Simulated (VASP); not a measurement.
# SnSe in VASP: a series of runs

The runs below take SnSe through single point, with PBE+D3(BJ).

All numbers are computed with VASP 6.6.1; they aren't measurements. Logs are shortened: lines on timing, memory, paths and dates and some standing lists are left out, and cuts for length are marked.

### Step 1. The cell of the first run

The cell holds a slab with vacuum, 4 atoms: a = 4.167 Å, b = 4.388 Å, c = 32.079 Å, α = 90.00°, β = 90.00°, γ = 90.00°.

### Step 2. Single point, PBE+D3(BJ) (a layer taken out of the bulk)

File INCAR:

```
SYSTEM = SnSe
  PREC = Accurate
  ENCUT = 520
  EDIFF = 1E-6
  ISMEAR = 0
  SIGMA = 0.02
  LREAL = .False.
  LASPH = .True.
  NELM = 60
  ALGO = Normal
  ISIF = 2
  LWAVE = .False.
  LCHARG = .True.
  LDIPOL = .True.
  IDIPOL = 3
  DIPOL = 0.5 0.5 0.500
  GGA = PE
  IVDW = 12
  LELF = .True.
  LVHAR = .True.
  LVACPOTAV = .True.
  NBANDS = 28
```

File KPOINTS:

```
regular mesh
0
Gamma
  8 6 1
  0 0 0
```

File POSCAR:

```
SnSe
1.0
    4.1672321250      0.0000000000      0.0000000000
    0.0000000000      4.3883960892      0.0000000000
    0.0000000000      0.0000000000     32.0791552045
Sn Se
2 2
Direct
    0.7500000000      0.5960558228      0.4526237898
    0.2500000000      0.0960558228      0.5473762102
    0.2500000000      0.0230073200      0.4616985016
    0.7500000000      0.5230073200      0.5383014984
```

Potentials or basis: VASP PAW PBE potentials, release 64 (Sn_d, Se).

Started as:

```sh
$ cat potpaw_PBE.64/Sn_d/POTCAR potpaw_PBE.64/Se/POTCAR > POTCAR
$ mpirun -np 1 vasp_std > vasp.out
```

OUTCAR:

```text
SYSTEM = SnSe
   PREC = Accurate
   ENCUT = 520
   EDIFF = 1E-6
   ISMEAR = 0
   LREAL = .False.
   LASPH = .True.
   NELM = 60
   ISIF = 2
   GGA = PE
   IVDW = 12
 IVDW          = 12

 ion  position               nearest neighbor table
   1  0.750  0.596  0.453-   4 2.77   3 2.82   3 2.82
   2  0.250  0.096  0.547-   3 2.77   4 2.82   4 2.82
   3  0.250  0.023  0.462-   2 2.77   1 2.82   1 2.82
   4  0.750  0.523  0.538-   1 2.77   2 2.82   2 2.82

  LATTYP: Found a simple orthorhombic cell.
 ALAT       =     4.1672321250
 B/A-ratio  =     1.0530721490
 C/A-ratio  =     7.6979525599

  Lattice vectors:

 A1 = (   4.1672321250,   0.0000000000,   0.0000000000)
 A2 = (   0.0000000000,   4.3883960892,   0.0000000000)
 A3 = (   0.0000000000,   0.0000000000,  32.0791552045)

Analysis of symmetry for initial positions (statically):
=====================================================================
 Subroutine PRICEL returns:
 Original cell was already a primitive cell.

 Routine SETGRP: Setting up the symmetry group for a
 simple orthorhombic supercell.

 Subroutine GETGRP returns: Found  4 space group operations
 (whereof  1 operations were pure point group operations)
 out of a pool of  8 trial point group operations.

The static configuration has the point symmetry C_1 .
 The point group associated with its full space group is C_2v.

Analysis of symmetry for dynamics (positions and initial velocities):
=====================================================================
 Subroutine PRICEL returns:
 Original cell was already a primitive cell.

 Routine SETGRP: Setting up the symmetry group for a
 simple orthorhombic supercell.

 Subroutine GETGRP returns: Found  4 space group operations
 (whereof  1 operations were pure point group operations)
 out of a pool of  8 trial point group operations.

The dynamic configuration has the point symmetry C_1 .
 The point group associated with its full space group is C_2v.

 Subroutine INISYM returns: Found  4 space group operations
 (whereof  1 operations are pure point group operations),
 and found     1 'primitive' translations

----------------------------------------------------------------------------------------

                                     Primitive cell

  volume of cell :     586.6464

  direct lattice vectors                    reciprocal lattice vectors
     4.167232125  0.000000000  0.000000000     0.239967434  0.000000000  0.000000000
     0.000000000  4.388396089  0.000000000     0.000000000  0.227873688  0.000000000
     0.000000000  0.000000000 32.079155204     0.000000000  0.000000000  0.031172891

  length of vectors
     4.167232125  4.388396089 32.079155204     0.239967434  0.227873688  0.031172891

  position of ions in fractional coordinates (direct lattice)
     0.750000000  0.596055823  0.452623790
     0.250000000  0.096055823  0.547376210
     0.250000000  0.023007320  0.461698502
     0.750000000  0.523007320  0.538301498

  ion indices of the primitive-cell ions
   primitive index   ion index
                 1           1
                 2           2
                 3           3
                 4           4

----------------------------------------------------------------------------------------

 KPOINTS: regular mesh

Automatic generation of k-mesh.
 Grid dimensions read from file:
 generate k-points for:    8    6    1

 Generating k-lattice:

  Cartesian coordinates                     Fractional coordinates (reciprocal lattice)
     0.029995929  0.000000000  0.000000000     0.125000000  0.000000000  0.000000000
     0.000000000  0.037978948  0.000000000     0.000000000  0.166666667  0.000000000
     0.000000000  0.000000000  0.031172891     0.000000000  0.000000000  1.000000000

  Length of vectors
     0.029995929  0.037978948  0.031172891

  Shift w.r.t. Gamma in fractional coordinates (k-lattice)
     0.000000000  0.000000000  0.000000000

 Subroutine IBZKPT returns following result:
 ===========================================

 Found     20 irreducible k-points:

 Following reciprocal coordinates:
            Coordinates               Weight
  0.000000  0.000000  0.000000      1.000000
  0.125000  0.000000  0.000000      2.000000
  0.250000  0.000000  0.000000      2.000000
  0.375000  0.000000  0.000000      2.000000
  0.500000  0.000000  0.000000      1.000000
  0.000000  0.166667  0.000000      2.000000
[... 12 lines left out ...]
  0.375000  0.500000  0.000000      2.000000
  0.500000  0.500000  0.000000      1.000000
   k-points           NKPTS =     20   k-points in BZ     NKDIM =     20   number of bands    NBANDS=     28
   number of dos      NEDOS =    301   number of ions     NIONS =      4
   total plane-waves  NPLWV = 276480
   dimension x,y,z NGX =    32 NGY =   36 NGZ =  240
   dimension x,y,z NGXF=    64 NGYF=   72 NGZF=  480
   ions per type =               2   2
   NGX,Y,Z   is equivalent  to a cutoff of  12.77, 13.64, 12.44 a.u.
   NGXF,Y,Z  is equivalent  to a cutoff of  25.53, 27.28, 24.88 a.u.
 SYSTEM =  SnSe
   PREC   = accura    normal or accurate (medium, high low for compatibility)
   ISTART =      0    job   : 0-new  1-cont  2-samecut
   ICHARG =      2    charge: 1-file 2-atom 10-const
   ISPIN  =      1    spin polarized calculation?
   LNONCOLLINEAR =      F non collinear calculations
   LSORBIT =      F    spin-orbit coupling
   LASPH  =      T    aspherical Exc in radial PAW
   ENCUT  =  520.0 eV  38.22 Ry    6.18 a.u.   7.75  8.16 59.65*2*pi/ulx,y,z
   NELM   =     60;   NELMIN=  2; NELMDL= -5     # of ELM steps
   EDIFF  = 0.1E-05   stopping-criterion for ELM
   LREAL  =      F    real-space projection
   EDIFFG = 0.1E-04   stopping-criterion for IOM
   NSW    =      0    number of steps for IOM
   IBRION =     -1    ionic relax: 0-MD 1-quasi-New 2-CG
   NFREE  =      0    steps in history (QN), initial steepest desc. (CG)
   ISIF   =      2    stress and relaxation
   ISYM   =      2    0-nonsym 1-usesym 2-fastsym
   POTIM  = 0.5000    time-step for ionic-motion
   TEBEG  =    0.0;   TEEND  =   0.0 temperature during run
   PSTRESS=    0.0 pullay stress
   NELECT =      40.0000    total number of electrons
   NUPDOWN=      -1.0000    fix difference up-down
   EMIN   =  10.00;   EMAX   =-10.00  energy-range for DOS
   EFERMI =   0.00;   METHOD = LEGACY
   ISMEAR =     0;   SIGMA  =   0.02  broadening in eV -4-tet -1-fermi 0-gaus
   EFERMI_NEDOS =   21; number of points for ismear=-14 and -15
   IALGO  =     38    algorithm
   IMIX   =      4    mixing-type and parameters
     AMIX     =   0.40;   BMIX     =  1.00
     AMIX_MAG =   1.60;   BMIX_MAG =  1.00
  volume/ion in A,a.u.               =     146.66       989.72
  Fermi-wavevector in a.u.,A,eV,Ry     =   0.668810  1.263867  6.085977  0.447307
  Thomas-Fermi vector in A             =   1.743834
   LORBIT       =      0    0 simple, 1 ext, 2 COOP (PROOUT), +10 PAW based schemes
   GGA     = PE    functional components
   LHFCALC =     F    Hartree Fock is set to
   AEXX    =    0.0000 exact exchange contribution
   IVDW    =    12    specifies the selected vdW correction
   LEPSILON=     F    determine dielectric tensor
   LRPA    =     F    only Hartree local field effects (RPA)
 non-spin polarized calculation
 Gauss-broadening in eV      SIGMA  =   0.02
  energy-cutoff  :      520.00
  volume of cell :      586.65
 maximum number of plane-waves:     15820
 NGX is ok and might be reduce to    32
   NGX = 15   NGY = 17   NGZ =119

 number of electron      39.9999989 magnetization

 dipolmoment           0.000000      0.000000      0.000000 electrons x Angstroem

 Free energy of the ion-electron system (eV)
  ---------------------------------------------------
  ext. energy  EPLUGINS =         0.00000000
  ---------------------------------------------------
  free energy    TOTEN  =       -16.21029879 eV

  energy without entropy =      -16.21029879  energy(sigma->0) =      -16.21029879

 E-fermi :  -2.5471     XC(G=0):  -2.1656

 val. band max:       -2.6797017401   @ k =   0.0000   0.3333   0.0000
 cond. band min:      -1.4202835758   @ k =   0.0000   0.0000   0.0000
 fundamental gap:      1.2594181644
 Fermi energy:        -2.5470615517

 k-point     1 :       0.0000    0.0000    0.0000
  band No.  band energies     occupation
      1     -23.7653      2.00000
      2     -23.7556      2.00000
      3     -23.7520      2.00000
      4     -23.7491      2.00000
      5     -23.7420      2.00000
      6     -23.7260      2.00000
[... 20 lines left out ...]
     27       1.8439      0.00000
     28       2.2511      0.00000

 k-point     2 :       0.1250    0.0000    0.0000
  band No.  band energies     occupation
      1     -23.7631      2.00000
      2     -23.7540      2.00000
      3     -23.7529      2.00000
      4     -23.7503      2.00000
      5     -23.7410      2.00000
      6     -23.7262      2.00000
[... 20 lines left out ...]
     27       1.9171      0.00000
     28       2.3763      0.00000

 k-point     3 :       0.2500    0.0000    0.0000
  band No.  band energies     occupation
      1     -23.7598      2.00000
      2     -23.7570      2.00000
      3     -23.7511      2.00000
      4     -23.7488      2.00000
      5     -23.7387      2.00000
      6     -23.7272      2.00000
[... 20 lines left out ...]
     27       2.2461      0.00000
     28       2.2728      0.00000

 k-point     4 :       0.3750    0.0000    0.0000
  band No.  band energies     occupation
      1     -23.7609      2.00000
      2     -23.7604      2.00000
      3     -23.7474      2.00000
      4     -23.7450      2.00000
      5     -23.7357      2.00000
      6     -23.7292      2.00000
[... 20 lines left out ...]
     27       2.5397      0.00000
     28       2.8541      0.00000

 k-point     5 :       0.5000    0.0000    0.0000
  band No.  band energies     occupation
      1     -23.7619      2.00000
      2     -23.7619      2.00000
      3     -23.7444      2.00000
      4     -23.7444      2.00000
      5     -23.7323      2.00000
      6     -23.7323      2.00000
[... 20 lines left out ...]
     27       3.1770      0.00000
     28       3.1770      0.00000

 k-point     6 :       0.0000    0.1667    0.0000
  band No.  band energies     occupation
      1     -23.7644      2.00000
      2     -23.7555      2.00000
      3     -23.7530      2.00000
      4     -23.7505      2.00000
      5     -23.7384      2.00000
      6     -23.7249      2.00000
[... 339 lines left out ...]
      5     -23.7244      2.00000
      6     -23.7244      2.00000
[... 20 lines left out ...]
     27       3.1307      0.00000
     28       3.1307      0.00000

 k-point    18 :       0.2500    0.5000    0.0000
  band No.  band energies     occupation
      1     -23.7654      2.00000
      2     -23.7654      2.00000
      3     -23.7498      2.00000
      4     -23.7498      2.00000
      5     -23.7240      2.00000
      6     -23.7240      2.00000
[... 20 lines left out ...]
     27       3.2773      0.00000
     28       3.2773      0.00000

 k-point    19 :       0.3750    0.5000    0.0000
  band No.  band energies     occupation
      1     -23.7710      2.00000
      2     -23.7710      2.00000
      3     -23.7454      2.00000
      4     -23.7454      2.00000
      5     -23.7238      2.00000
      6     -23.7238      2.00000
[... 20 lines left out ...]
     27       3.7759      0.00000
     28       3.7759      0.00000

 k-point    20 :       0.5000    0.5000    0.0000
  band No.  band energies     occupation
      1     -23.7734      2.00000
      2     -23.7734      2.00000
      3     -23.7437      2.00000
      4     -23.7437      2.00000
      5     -23.7238      2.00000
      6     -23.7238      2.00000
[... 20 lines left out ...]
     27       4.2451      0.00000
     28       4.2451      0.00000

------------------------ aborting loop because EDIFF is reached ----------------------------------------

 Edisp (eV)   -0.95114

 E8    (eV) :    -0.4536

  FORCE on cell =-STRESS in cart. coord.  units (eV):
  Direction    XX          YY          ZZ          XY          YZ          ZX
  --------------------------------------------------------------------------------------
  -------------------------------------------------------------------------------------
  Total       1.37803     1.25189    -0.70290     0.00000     0.00000     0.00000
  in kB       3.76351     3.41901    -1.91968     0.00000     0.00000     0.00000
  external pressure =        1.75 kB  Pullay stress =        0.00 kB

 VOLUME and BASIS-vectors are now :
 -----------------------------------------------------------------------------
  energy-cutoff  :      520.00
  volume of cell :      586.65
      direct lattice vectors                 reciprocal lattice vectors
     4.167232125  0.000000000  0.000000000     0.239967434  0.000000000  0.000000000
     0.000000000  4.388396089  0.000000000     0.000000000  0.227873688  0.000000000
     0.000000000  0.000000000 32.079155204     0.000000000  0.000000000  0.031172891

 POSITION                                       TOTAL-FORCE (eV/Angst)
 -----------------------------------------------------------------------------------
      3.12542      2.61573     14.51979        -0.000000     -0.093340      0.137902
      1.04181      0.42153     17.55937         0.000000     -0.093340     -0.137902
      1.04181      0.10097     14.81090        -0.000000      0.093340      0.104110
      3.12542      2.29516     17.26826        -0.000000      0.093340     -0.104110
 -----------------------------------------------------------------------------------
    total drift:                                0.000000     -0.000505     -0.000002

  FREE ENERGIE OF THE ION-ELECTRON SYSTEM (eV)
  ---------------------------------------------------
  free  energy   TOTEN  =       -17.1614351902 eV

  energy  without entropy=      -17.1614351902  energy(sigma->0) =      -17.16143519

 vacuum level on the upper side and lower side of the slab         1.756         1.756
```

Wall time 5.1 min (1 thread of Oxide Virtual Turin-like, shared host); peak memory 0.72 GiB.

What came out:

| Property | Result |
| --- | --- |
| Free energy | -17.1614 eV |
| Largest force | 0.167 eV/Å |
| Band gap on the k mesh | 1.26 eV (least direct gap 1.30 eV) |
| Dispersion energy per atom | -0.238 eV |

Forces in eV/Å, atoms in the order of the input:
```
Sn   0.000 -0.093  0.138
Sn   0.000 -0.093 -0.138
Se   0.000  0.093  0.104
Se   0.000  0.093 -0.104
```

Caveat: the cell differs from its parent crystal (a layer taken out of the bulk); spin-orbit coupling is left out, which moves the levels of the heavy elements.

### Step 3. Single point, PBE+D3(BJ) (a layer taken out of the bulk)

File INCAR:

```
PREC = Accurate ; ENCUT = 520
EDIFF = 1E-6 ; ISMEAR = 0
SIGMA = 0.02 ; LREAL = F
LASPH = T ; NELM = 60
ALGO = Normal ; ISIF = 2
LWAVE = F ; LCHARG = F
LDIPOL = T ; IDIPOL = 3
DIPOL = 0.5 0.5 0.500 ; GGA = PE
IVDW = 12 ; NBANDS = 28
```

File KPOINTS:

```
regular mesh
0
Gamma
  8 6 1
```

File POSCAR:

```
SnSe
1.0
    4.2682391517      0.0000000000      0.0000000000
    0.0000000000      4.5022187543      0.0000000000
    0.0000000000      0.0000000000     32.0791552045
Sn Se
2 2
Direct
    0.7500000000      0.5972320416      0.4554557941
    0.2500000000      0.0972320416      0.5445442059
    0.2500000000      0.0218311012      0.4602359935
    0.7500000000      0.5218311012      0.5397640065
```

Potentials or basis: VASP PAW PBE potentials, release 64 (Sn_d, Se).

Started as:

```sh
$ cat potpaw_PBE.64/Sn_d/POTCAR potpaw_PBE.64/Se/POTCAR > POTCAR
$ mpirun -np 1 vasp_std > vasp.out
```

Run time: 6.3 min. Hardware: 1 thread of Oxide Virtual Turin-like, shared host; peak memory 0.71 GiB.

The run converged. Its results:

- Free energy: -17.2065 eV
- Largest force: 0.016 eV/Å
- Band gap on the k mesh: 1.38 eV (least direct gap 1.55 eV)
- Dispersion energy per atom: -0.237 eV

Forces in eV/Å, atoms in the order of the input:
```
Sn   0.000 -0.008 -0.014
Sn   0.000 -0.008  0.014
Se   0.000  0.008 -0.011
Se   0.000  0.008  0.011
```

Levels at points of the mesh, in eV from the valence-band top:
```csv
k point,band 16,band 17,band 18,band 19,band 20,band 21,band 22,band 23,band 24,band 25
"(0.00, 0.00, 0.00)",-2.76,-2.65,-1.46,-1.46,-0.16,1.71,3.34,3.77,4.09,4.32
"(0.50, 0.00, 0.00)",-2.15,-1.56,-1.56,-0.38,-0.38,1.59,1.59,2.43,2.43,3.24
"(0.00, 0.50, 0.00)",-2.05,-1.50,-1.50,-0.15,-0.15,1.70,1.70,2.67,2.67,3.21
"(0.50, 0.50, 0.00)",-4.05,-2.93,-2.93,-1.34,-1.34,3.43,3.43,4.80,4.80,5.19
```

Caveat: the cell differs from its parent crystal (a layer taken out of the bulk); spin-orbit coupling is left out, which moves the levels of the heavy elements.
